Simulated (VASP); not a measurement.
A run of VASP 6.6.1 is set up as follows.

The input INCAR:

```
ALGO     = Normal         # electronic algorithm
EDIFF    = 1E-7           # SCF threshold, eV
EDIFFG   = -0.005         # ionic threshold
ENCUT    = 600            # plane-wave cutoff, eV
GGA      = PS             # functional
GGA_COMPAT= False        
IBRION   = 2              # ionic algorithm
ISIF     = 3              # what is computed and relaxed
ISMEAR   = -1             # smearing method
LASPH    = True           # aspherical terms in the spheres
LCHARG   = False          # write CHGCAR
LREAL    = False          # projectors in reciprocal space
LWAVE    = False          # write WAVECAR
NELM     = 120            # most SCF steps
NELMIN   = 4            
NSW      = 80             # ionic steps
PREC     = Accurate       # precision mode
SIGMA    = 0.02           # smearing width, eV
```

The input KPOINTS:

```
k-points
0
Gamma
  6 6 4
```

POSCAR

```
Si3SnO8
1.0
    3.1453704299     -3.0478097014      0.0000000000
    3.1453704299      3.0478097014      0.0000000000
    0.0000000000      0.0000000000      5.6967876996
Sn Si O
1 3 8
Direct
    0.5000000000      0.5000000000      0.0000000000
    0.0000000000      0.0000000000      0.7385821707
    0.5000000000      0.5000000000      0.5000000000
    0.0000000000      0.0000000000      0.2614178293
    0.1742629407      0.1742629407      0.0000000000
    0.8257370593      0.8257370593      0.0000000000
    0.7035100319      0.2964899681      0.7223305572
    0.2964899681      0.7035100319      0.7223305572
    0.1928668074      0.1928668074      0.5000000000
    0.8071331926      0.8071331926      0.5000000000
    0.7035100319      0.2964899681      0.2776694428
    0.2964899681      0.7035100319      0.2776694428
```

Potentials or basis: VASP PAW PBE potentials, release 64 (Sn_d, Si, O).

Run with:

```console
$ cat potpaw_PBE.64/Sn_d/POTCAR potpaw_PBE.64/Si/POTCAR potpaw_PBE.64/O/POTCAR > POTCAR
$ mpirun -np 1 vasp_std > vasp.out
```

Task: Estimate the relaxed cell.

Result: a = 4.333 Å, b = 4.333 Å, c = 5.672 Å, α = 90.00°, β = 90.00°, γ = 88.30°.

Task: What does it give for the relaxed volume?

Result: 8.87 Å³/atom.

Task: Estimate the band gap on the k mesh.

Result: 3.34 eV.

Final structure:
```
Sn Si O
1.0
     3.10914   -3.01826    0.00000
     3.10914    3.01826    0.00000
     0.00000    0.00000    5.67176
Sn Si O
1 3 8
Direct
  0.50000 0.50000 0.00000
  0.00000 0.00000 0.73878
  0.50000 0.50000 0.50000
  0.00000 0.00000 0.26122
  0.17469 0.17469 0.00000
  0.82531 0.82531 0.00000
  0.70444 0.29556 0.72256
  0.29556 0.70444 0.72256
  0.19461 0.19461 0.50000
  0.80539 0.80539 0.50000
  0.70444 0.29556 0.27744
  0.29556 0.70444 0.27744
```

Caveat: the PAW data sets were made with another functional, which shifts forces and pressure a little; spin-orbit coupling is left out, which moves the levels of the heavy elements. A k mesh can miss the band edges.
